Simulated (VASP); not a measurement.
# H13O6F in VASP: a series of runs

H13O6F is run at these levels: r2SCAN; tasks: single point.

Program: VASP 6.6.1. These are calculated values, not measurements. Logs are shortened: lines on timing, memory, paths and dates and some standing lists are left out, and cuts for length are marked.

### Step 1. The cell of the first run

The cell holds a disordered packing, 20 atoms: a = 6.528 Å, b = 6.528 Å, c = 6.528 Å, α = 90.00°, β = 90.00°, γ = 90.00°.

### Step 2. Single point, r2SCAN

Input file POSCAR:

```
H13O6F
1.0
    6.5280840000      0.0000000000      0.0000000000
    0.0000000000      6.5280840000      0.0000000000
    0.0000000000      0.0000000000      6.5280840000
O H F
6 13 1
Direct
    0.2035666208      0.0117951914      0.6466828552
    0.1300381551      0.3804485359      0.8373360392
    0.7831394326      0.5959328955      0.7814850422
   -0.0038449260      0.2886605013      0.2132938240
    0.5993489054      0.2320282643      1.0925257702
    0.2997204080      0.9454841574      0.2459067622
    0.1910208263      0.1509171757      0.7089063192
    0.1129581053     -0.0707864666      0.7237498782
    0.0828573897      0.3623268328      0.9836423673
    0.2506861125      0.4672887175      0.8587818417
    0.7364794938      0.6468819948      0.6510639263
    0.9032512449      0.5111607020      0.7585686704
   -0.1344958184      0.2269578639      0.1765449097
    0.1013926904      0.1852917334      0.2390900607
    0.5924402934      0.2522179555      0.9490839885
    0.5143316171      0.1106603408      1.1130218300
    0.1957082660      0.8615697960      0.1877273638
    0.2742918136      0.9541390705      0.3960426980
    0.8734875348      0.7405695147     -0.0971801221
    0.9734402927      0.8334298394     -0.0200977806
```

Input file INCAR.step1:

```
SYSTEM = H13O6F
ALGO = Normal
EDIFF = 1E-5
ENCUT = 1110
GGA = PE
GGA_COMPAT = .FALSE.
ISMEAR = -1
LASPH = .TRUE.
LCHARG = .FALSE.
LREAL = Auto
LWAVE = .TRUE.
NBANDS = 44
NELM = 120
PREC = Accurate
SIGMA = 0.02
```

Input file INCAR.step2:

```
SYSTEM = H13O6F
ALGO = Normal
EDIFF = 1E-6
ENCUT = 1110
GGA_COMPAT = .FALSE.
ISIF = 2
ISMEAR = -1
ISTART = 1
LASPH = .TRUE.
LCHARG = .FALSE.
LMIXTAU = .TRUE.
LREAL = Auto
LWAVE = .FALSE.
METAGGA = R2SCAN
NBANDS = 44
NELM = 120
PREC = Accurate
SIGMA = 0.02
```

Input file KPOINTS:

```
k-points
0
G
  1 1 1
  0 0 0
```

Potentials or basis: VASP PAW PBE potentials, release 64 (O_h, H_h, F_h).

The run is started by

```
> cat potpaw_PBE.64/O_h/POTCAR potpaw_PBE.64/H_h/POTCAR potpaw_PBE.64/F_h/POTCAR > POTCAR
> cp INCAR.step1 INCAR
> mpirun -np 1 vasp_gam > vasp.out
> cp INCAR.step2 INCAR
> mpirun -np 1 vasp_gam > vasp.out
```

OUTCAR:

```text
SYSTEM = H13O6F
   EDIFF = 1E-6
   ENCUT = 1110
   ISIF = 2
   ISMEAR = -1
   ISTART = 1
   LASPH = .TRUE.
   LREAL = Auto
   METAGGA = R2SCAN
   NELM = 120
   PREC = Accurate

 ion  position               nearest neighbor table
   1  0.204  0.012  0.647-   8 0.95   7 1.00
   2  0.130  0.380  0.837-  10 0.98   9 1.01
   3  0.783  0.596  0.781-  11 0.96  12 0.97
   4  0.996  0.289  0.213-  13 0.97  14 0.98
   5  0.599  0.232  0.093-  15 0.95  16 0.98
   6  0.300  0.945  0.246-  17 0.95  18 1.00
   7  0.191  0.151  0.709-   1 1.00
   8  0.113  0.929  0.724-   1 0.95
   9  0.083  0.362  0.984-   2 1.01
  10  0.251  0.467  0.859-   2 0.98
  11  0.736  0.647  0.651-   3 0.96
  12  0.903  0.511  0.759-   3 0.97
  13  0.866  0.227  0.177-   4 0.97
  14  0.101  0.185  0.239-   4 0.98
  15  0.592  0.252  0.949-   5 0.95
  16  0.514  0.111  0.113-   5 0.98
  17  0.196  0.862  0.188-   6 0.95
  18  0.274  0.954  0.396-   6 1.00
  19  0.873  0.741  0.903-  20 1.02
  20  0.973  0.833  0.980-  19 1.02

  LATTYP: Found a simple cubic cell.
 ALAT       =     6.5280840000

  Lattice vectors:

 A1 = (   6.5280840000,   0.0000000000,   0.0000000000)
 A2 = (   0.0000000000,   6.5280840000,   0.0000000000)
 A3 = (   0.0000000000,   0.0000000000,   6.5280840000)

Analysis of symmetry for initial positions (statically):
=====================================================================
 Subroutine PRICEL returns:
 Original cell was already a primitive cell.

 Routine SETGRP: Setting up the symmetry group for a
 simple cubic supercell.

 Subroutine GETGRP returns: Found  1 space group operations
 (whereof  1 operations were pure point group operations)
 out of a pool of 48 trial point group operations.

The static configuration has the point symmetry C_1 .

Analysis of symmetry for dynamics (positions and initial velocities):
=====================================================================
 Subroutine PRICEL returns:
 Original cell was already a primitive cell.

 Routine SETGRP: Setting up the symmetry group for a
 simple cubic supercell.

 Subroutine GETGRP returns: Found  1 space group operations
 (whereof  1 operations were pure point group operations)
 out of a pool of 48 trial point group operations.

The dynamic configuration has the point symmetry C_1 .

 Subroutine INISYM returns: Found  1 space group operations
 (whereof  1 operations are pure point group operations),
 and found     1 'primitive' translations

----------------------------------------------------------------------------------------

                                     Primitive cell

  volume of cell :     278.2000

  direct lattice vectors                    reciprocal lattice vectors
     6.528084000  0.000000000  0.000000000     0.153184303  0.000000000  0.000000000
     0.000000000  6.528084000  0.000000000     0.000000000  0.153184303  0.000000000
     0.000000000  0.000000000  6.528084000     0.000000000  0.000000000  0.153184303

  length of vectors
     6.528084000  6.528084000  6.528084000     0.153184303  0.153184303  0.153184303

  position of ions in fractional coordinates (direct lattice)
     0.203566621  0.011795191  0.646682855
     0.130038155  0.380448536  0.837336039
     0.783139433  0.595932895  0.781485042
     0.996155074  0.288660501  0.213293824
     0.599348905  0.232028264  0.092525770
     0.299720408  0.945484157  0.245906762
[... 12 lines left out ...]
     0.873487535  0.740569515  0.902819878
     0.973440293  0.833429839  0.979902219

  ion indices of the primitive-cell ions
   primitive index   ion index
                 1           1
                 2           2
                 3           3
                 4           4
                 5           5
                 6           6
[... 12 lines left out ...]
                19          19
                20          20

----------------------------------------------------------------------------------------

 KPOINTS: k-points

Automatic generation of k-mesh.
 Grid dimensions read from file:
 generate k-points for:    1    1    1

 Generating k-lattice:

  Cartesian coordinates                     Fractional coordinates (reciprocal lattice)
     0.153184303  0.000000000  0.000000000     1.000000000  0.000000000  0.000000000
     0.000000000  0.153184303  0.000000000     0.000000000  1.000000000  0.000000000
     0.000000000  0.000000000  0.153184303     0.000000000  0.000000000  1.000000000

  Length of vectors
     0.153184303  0.153184303  0.153184303

  Shift w.r.t. Gamma in fractional coordinates (k-lattice)
     0.000000000  0.000000000  0.000000000

 Subroutine IBZKPT returns following result:
 ===========================================

 Found      1 irreducible k-points:

 Following reciprocal coordinates:
            Coordinates               Weight
  0.000000  0.000000  0.000000      1.000000
   k-points           NKPTS =      1   k-points in BZ     NKDIM =      1   number of bands    NBANDS=     44
   number of dos      NEDOS =    301   number of ions     NIONS =     20
   total plane-waves  NPLWV = 373248
   dimension x,y,z NGX =    72 NGY =   72 NGZ =   72
   dimension x,y,z NGXF=   144 NGYF=  144 NGZF=  144
   ions per type =               6  13   1
   NGX,Y,Z   is equivalent  to a cutoff of  18.34, 18.34, 18.34 a.u.
   NGXF,Y,Z  is equivalent  to a cutoff of  36.67, 36.67, 36.67 a.u.
 SYSTEM =  H13O6F
   PREC   = accura    normal or accurate (medium, high low for compatibility)
   ISTART =      1    job   : 0-new  1-cont  2-samecut
   ICHARG =      0    charge: 1-file 2-atom 10-const
   ISPIN  =      1    spin polarized calculation?
   LNONCOLLINEAR =      F non collinear calculations
   LSORBIT =      F    spin-orbit coupling
   LASPH  =      T    aspherical Exc in radial PAW
   ENCUT  = 1110.0 eV  81.58 Ry    9.03 a.u.  17.73 17.73 17.73*2*pi/ulx,y,z
   NELM   =    120;   NELMIN=  2; NELMDL=  0     # of ELM steps
   EDIFF  = 0.1E-05   stopping-criterion for ELM
   LREAL  =      T    real-space projection
   EDIFFG = 0.1E-04   stopping-criterion for IOM
   NSW    =      0    number of steps for IOM
   IBRION =     -1    ionic relax: 0-MD 1-quasi-New 2-CG
   NFREE  =      0    steps in history (QN), initial steepest desc. (CG)
   ISIF   =      2    stress and relaxation
   ISYM   =      2    0-nonsym 1-usesym 2-fastsym
   POTIM  = 0.5000    time-step for ionic-motion
   TEBEG  =    0.0;   TEEND  =   0.0 temperature during run
   PSTRESS=    0.0 pullay stress
   NELECT =      56.0000    total number of electrons
   NUPDOWN=      -1.0000    fix difference up-down
   EMIN   =  10.00;   EMAX   =-10.00  energy-range for DOS
   EFERMI =   0.00;   METHOD = LEGACY
   ISMEAR =    -1;   SIGMA  =   0.02  broadening in eV -4-tet -1-fermi 0-gaus
   EFERMI_NEDOS =   21; number of points for ismear=-14 and -15
   IALGO  =     38    algorithm
   IMIX   =      4    mixing-type and parameters
     AMIX     =   0.40;   BMIX     =  1.00
     AMIX_MAG =   1.60;   BMIX_MAG =  1.00
  volume/ion in A,a.u.               =      13.91        93.87
  Fermi-wavevector in a.u.,A,eV,Ry     =   0.959441  1.813081 12.524540  0.920528
  Thomas-Fermi vector in A             =   2.088638
   LORBIT       =      0    0 simple, 1 ext, 2 COOP (PROOUT), +10 PAW based schemes
   METAGGA = R2SCAN    functional components
   LHFCALC =     F    Hartree Fock is set to
   AEXX    =    0.0000 exact exchange contribution
   IVDW    =     0    specifies the selected vdW correction
   LEPSILON=     F    determine dielectric tensor
   LRPA    =     F    only Hartree local field effects (RPA)
 non-spin polarized calculation
  energy-cutoff  :     1110.00
  volume of cell :      278.20
 maximum number of plane-waves:     11720
 NGX is ok and might be reduce to    70
   NGX = 35   NGY = 35   NGZ = 35

 number of electron      55.9999999 magnetization

 Free energy of the ion-electron system (eV)
  ---------------------------------------------------
  ext. energy  EPLUGINS =         0.00000000
  ---------------------------------------------------
  free energy    TOTEN  =      -104.65102112 eV

  energy without entropy =     -104.65102112  energy(sigma->0) =     -104.65102112

 E-fermi :  -4.3448     XC(G=0):  -5.5605

 val. band max:       -4.8387780863   @ k =   0.0000   0.0000   0.0000
 cond. band min:       0.6210932960   @ k =   0.0000   0.0000   0.0000
 fundamental gap:      5.4598713823
 Fermi energy:        -4.3447511784

 k-point     1 :       0.0000    0.0000    0.0000
  band No.  band energies     occupation
      1     -27.9347      2.00000
      2     -25.6852      2.00000
      3     -24.6773      2.00000
      4     -24.2932      2.00000
      5     -23.9749      2.00000
      6     -23.7081      2.00000
[... 32 lines left out ...]
     39       6.8619      0.00000
     40       7.2185      0.00000
 [bands above 40 left out]

------------------------ aborting loop because EDIFF is reached ----------------------------------------

  FORCE on cell =-STRESS in cart. coord.  units (eV):
  Direction    XX          YY          ZZ          XY          YZ          ZX
  --------------------------------------------------------------------------------------
  -------------------------------------------------------------------------------------
  Total       -0.5788781     -0.0460087     -0.4216630      0.5341161     -0.7918055     -0.3927066
  in kB       -3.3338071     -0.2649677     -2.4283922      3.0760192     -4.5600738     -2.2616300
  external PRESSURE =      -2.0090557 kB  Pullay stress =       0.0000000 kB

 VOLUME and BASIS-vectors are now :
 -----------------------------------------------------------------------------
  energy-cutoff  :     1110.00
  volume of cell :      278.20
      direct lattice vectors                 reciprocal lattice vectors
     6.528084000  0.000000000  0.000000000     0.153184303  0.000000000  0.000000000
     0.000000000  6.528084000  0.000000000     0.000000000  0.153184303  0.000000000
     0.000000000  0.000000000  6.528084000     0.000000000  0.000000000  0.153184303

 POSITION                                       TOTAL-FORCE (eV/Angst)
 -----------------------------------------------------------------------------------
      1.32890      0.07700      4.22160         0.672195      1.296178     -0.358674
      0.84890      2.48360      5.46620         0.723235      0.787545      0.688593
      5.11240      3.89030      5.10160        -0.812098      0.154066     -0.131237
      6.50298      1.88440      1.39240         0.653001      0.392638     -0.098476
      3.91260      1.51470      0.60402        -0.220001     -0.566456      0.510026
      1.95660      6.17220      1.60530         0.556781      0.632147      0.871502
[... 12 lines left out ...]
      5.70220      4.83450      5.89368         0.507786      0.365735      0.351296
      6.35470      5.44070      6.39688        -0.289931     -0.068303     -0.163675
 -----------------------------------------------------------------------------------
    total drift:                               -0.005709     -0.005056      0.008012

  FREE ENERGIE OF THE ION-ELECTRON SYSTEM (eV)
  ---------------------------------------------------
  free  energy   TOTEN  =      -104.6510211157 eV

  energy  without entropy=     -104.6510211157  energy(sigma->0) =     -104.65102112
```

Wall time 3.1 min (1 thread of Intel Xeon Platinum 8488C (Sapphire Rapids), shared host); peak memory 0.81 GiB.

Results:

| Item | Value |
| --- | --- |
| Free energy | -104.6510 eV |
| Pressure | -0.2 GPa |
| Largest force | 1.504 eV/Å |

Forces on the atoms (eV/Å):
```
O    0.672  1.296 -0.359
O    0.723  0.788  0.689
O   -0.812  0.154 -0.131
O    0.653  0.393 -0.098
O   -0.220 -0.566  0.510
O    0.557  0.632  0.872
H   -0.082 -0.881 -0.345
H   -0.562 -0.479  0.769
H   -0.146 -0.406 -0.135
H   -0.612 -0.355 -0.361
H    0.064 -0.056 -0.029
H    0.581 -0.460 -0.134
H   -0.007 -0.216  0.089
H   -0.562 -0.124 -0.111
H    0.125  0.275 -0.829
H   -0.044  0.156  0.350
H   -0.532 -0.374 -0.269
H   -0.014 -0.072 -0.663
H    0.508  0.366  0.351
F   -0.290 -0.068 -0.164
```

Levels at points of the mesh, in eV from the Fermi level:
```
           k point  band 24  band 25  band 26  band 27  band 28  band 29  band 30  band 31  band 32  band 33
(0.00, 0.00, 0.00)    -1.52    -0.97    -0.78    -0.72    -0.49     4.97     8.00     8.30     8.65     9.07
```

Caveat: the k points lie up to 0.96 Å⁻¹ apart, too coarse for converged energies, forces and pressures; the PAW data sets were made with another functional, which shifts forces and pressure a little.

[end of part 1 of 2]
